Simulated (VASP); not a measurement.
Wanted: the native input for a VASP 6.6.1 run.

```yaml
Task: G0W0 quasiparticle levels
Functional: r2SCAN
Potentials_or_basis: VASP PAW PBE potentials, release 64 (K_sv_GW, Cl_GW)
Cutoff: 500 eV
k_mesh: 4 × 4 × 4
Occupations: gaussian, width 0.01 eV
Spin: no spin polarisation
Dipole_correction: no
GW_scheme: G0W0
GW_iterations: 1
Cutoff_of_the_response_function: 80
Frequency_points: 96
Empty_bands: 87
Further_INCAR_settings: ALGO = EVGW0; EDIFF = 1e-08; NBANDS = 95
```

Crystal: KCl.

```
CELL_PARAMETERS angstrom
3.77117 0.00000 0.00000
0.00000 3.77117 0.00000
0.00000 0.00000 3.77117
ATOMIC_POSITIONS crystal
K 0.00000 0.00000 0.00000
Cl 0.50000 0.50000 0.50000
```

The input as run:

POSCAR

```
KCl
1.0
    3.7711682852      0.0000000000      0.0000000000
    0.0000000000      3.7711682852      0.0000000000
    0.0000000000      0.0000000000      3.7711682852
K Cl
1 1
Direct
    0.0000000000      0.0000000000      0.0000000000
    0.5000000000      0.5000000000      0.5000000000
```

INCAR.step1

```
  ALGO = Normal
  EDIFF = 1E-8
  ENCUT = 500
  ISMEAR = 0
  LASPH = True
  LCHARG = False
  LMIXTAU = True
  LREAL = False
  LWAVE = True
  METAGGA = R2SCAN
  NELM = 80
  PREC = Accurate
  SIGMA = 0.01
```

INCAR.step2

```
  ALGO = Exact
  EDIFF = 1E-8
  ENCUT = 500
  ISMEAR = 0
  ISTART = 1
  LASPH = True
  LCHARG = False
  LMIXTAU = True
  LOPTICS = True
  LREAL = False
  LWAVE = True
  METAGGA = R2SCAN
  NBANDS = 95
  NELM = 1
  PREC = Accurate
  SIGMA = 0.01
```

INCAR.step3

```
  ALGO = EVGW0
  EDIFF = 1E-8
  ENCUT = 500
  ENCUTGW = 80.0
  ISMEAR = 0
  ISTART = 1
  LASPH = True
  LCHARG = False
  LMIXTAU = True
  LREAL = False
  LWAVE = False
  METAGGA = R2SCAN
  NBANDS = 95
  NBANDSGW = 16
  NELMGW = 1
  NOMEGA = 96
  OMEGAMAX = 20
  PREC = Accurate
  PRECFOCK = Fast
  SIGMA = 0.01
```

KPOINTS

```
k-points
0
Gamma
  4 4 4
```

Potentials or basis: VASP PAW PBE potentials, release 64 (K_sv_GW, Cl_GW).

Launch:

```sh
$ cat potpaw_PBE.64/K_sv_GW/POTCAR potpaw_PBE.64/Cl_GW/POTCAR > POTCAR
$ cp INCAR.step1 INCAR
$ mpirun -np 1 vasp_std > vasp.out
$ cp INCAR.step2 INCAR
$ mpirun -np 1 vasp_std > vasp.out
$ cp INCAR.step3 INCAR
$ mpirun -np 1 vasp_std > vasp.out
```

It gave:

```
Quasiparticle gap                                   : 7.80 eV
Least direct quasiparticle gap                      : 8.06 eV
Band gap of the starting levels on the mesh         : 5.81 eV
Least direct gap of the starting levels on the mesh : 6.03 eV
```

Caveat: the k points lie up to 0.42 Å⁻¹ apart; bands, screening cutoff and mesh are small and nothing is extrapolated, so the quasiparticle values aren't converged; the structure was generated, so it needn't be the stable form of KCl.

Run time: 120 s on 1 thread of Intel(R) Xeon(R) 6975P-C (Granite Rapids) (shared host), peak memory 0.67 GiB.
